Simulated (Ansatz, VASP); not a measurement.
BeTl2 in VASP and in Ansatz

```xyz
6
Lattice="5.5410 0.0000 0.0000 0.0000 5.5410 0.0000 0.0000 0.0000 5.5410" Properties=species:S:1:pos:R:3 pbc="T T T"
Be    0.0000    0.0000    0.0000
Be    2.7705    2.7705    2.7705
Tl    1.3852    1.3852    1.3852
Tl    1.3852    4.1557    4.1557
Tl    4.1557    4.1557    1.3852
Tl    4.1557    1.3852    4.1557
```

Alike in both runs: task relaxation of cell and atoms; functional PBE; k mesh 8 × 8 × 8; occupations gaussian, width 0.1 eV; no spin polarisation.

|  | VASP | Ansatz |
| --- | --- | --- |
| version | VASP 6.6.1 | Ansatz 0.2.0 |
| potentials or method | VASP PAW PBE potentials, release 64 (Be, Tl_d), cutoff 600 eV | scalar-relativistic, plane waves, PAW |
| valence electrons in the cell | 56 | 56 |

```csv
,VASP,Ansatz,Ansatz less VASP
"gap on the k mesh at the Fermi level, each at its own relaxed structure (eV)",none,none,-
relaxed volume (Å³/atom),28.35,28.35,0.000
relaxed length of the cell vector where the two differ most in proportion (Å),5.541,5.541,0.0000
```

A gap of «none» marks a metal or a gap that the smearing closes.

Neither program's run includes spin-orbit coupling. Noted on VASP's run: the relaxation stopped at its first step, so nothing moved.
